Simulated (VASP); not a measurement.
AgBr: vibrations by perturbation theory with PBEsol

The system is AgBr.

```xyz
2
Lattice="0.0000 2.8371 2.8371 2.8371 0.0000 2.8371 2.8371 2.8371 0.0000" Properties=species:S:1:pos:R:3 pbc="T T T"
Ag    0.0000    0.0000    0.0000
Br    2.8371    2.8371    2.8371
```

* Program: VASP 6.6.1
* Task: vibrations by perturbation theory
* Functional: PBEsol
* Potentials or basis: VASP PAW PBE potentials, release 64 (Ag, Br)
* Cutoff: 500 eV
* k mesh: 6 × 6 × 6
* Occupations: gaussian, width 0.01 eV
* Spin: no spin polarisation
* Dipole correction: no
* Further INCAR settings: ALGO = Normal; EDIFF = 1e-08; IBRION = 8; NSW = 1

```
Electronic dielectric tensor (diagonal)                 : 6.71
Born charges (mean of the diagonal)                     : Ag +1.54; Br -1.54 e
Highest phonon frequency at Γ, LO-TO splitting left out : 87 cm⁻¹
```

Phonon frequencies in cm⁻¹ (negative: imaginary):
```csv
q point,frequencies
"(0.000, 0.000, 0.000)",0 0 0 87 87 87
```

Electronic dielectric tensor:
```
6.71 0.00 0.00
0.00 6.71 0.00
0.00 0.00 6.71
```

Born effective charge tensors (e):
atom 1, Ag
```
1.54 0.00 0.00
0.00 1.54 0.00
0.00 0.00 1.54
```
atom 2, Br
```
-1.54  0.00  0.00
 0.00 -1.54  0.00
 0.00  0.00 -1.54
```

Wall time 2.5 min on 1 thread of Intel(R) Xeon(R) Platinum 8488C (Sapphire Rapids), on a shared host, peak memory 0.21 GiB.
